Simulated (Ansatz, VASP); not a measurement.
## Ti3Al in VASP and in Ansatz

Contents of INCAR:

```
PREC = Accurate
ENCUT = 520
EDIFF = 1E-7
ISMEAR = 1
SIGMA = 0.15
LREAL = F
LASPH = T
NELM = 80
ALGO = Normal
ISIF = 2
LWAVE = F
LCHARG = T
GGA = PS
LELF = T
LVHAR = T
NBANDS = 28
```

File KPOINTS:

```
Automatic mesh
0
Gamma
  6 6 6
```

Contents of POSCAR:

```
Ti3Al
1.0
    0.0000000000      3.2951653469      3.2951653469
    3.2951653469      0.0000000000      3.2951653469
    3.2951653469      3.2951653469      0.0000000000
Ti Al
3 1
Direct
    0.7500000000      0.7500000000      0.7500000000
    0.2500000000      0.2500000000      0.2500000000
    0.0000000000      0.0000000000      0.0000000000
    0.5000000000      0.5000000000      0.5000000000
```

Input for Ansatz:

```yaml
crystal:
  lattice:
    - [0.0, 3.2951653468604922, 3.2951653468604922]
    - [3.2951653468604922, 0.0, 3.2951653468604922]
    - [3.2951653468604922, 3.2951653468604922, 0.0]
  atoms:
    - { symbol: Ti, position: [0.75, 0.75, 0.75] }
    - { symbol: Ti, position: [0.25, 0.25, 0.25] }
    - { symbol: Ti, position: [0.0, 0.0, 0.0] }
    - { symbol: Al, position: [0.5, 0.5, 0.5] }
basis:
  ecutwfc: 500.0
kpoints:
  mp_grid:
    grid: [6, 6, 6]
hamiltonian:
  xc: pbesol
  pseudopotentials:
    kind: paw
scf:
  occupations:
    method: cold
    width: 0.15
output:
  stress: true
```

Alike in both runs: task single point; functional PBEsol; k mesh 6 × 6 × 6; no spin polarisation.

```csv
,VASP,Ansatz
version,VASP 6.6.1,Ansatz 0.2.0
potentials or method,"VASP PAW PBE potentials, release 64 (Ti_sv, Al), cutoff 520 eV","plane waves, PAW"
occupations,"methfessel-paxton of order 1, width 0.15 eV","cold, width 0.15 eV"
valence electrons in the cell,39,39
```

|  | VASP | Ansatz | Ansatz less VASP |
| --- | --- | --- | --- |
| pressure (GPa) | -10.2 | -10.3 | -0.01 |

VASP's potentials were made for PBE, not for PBEsol.
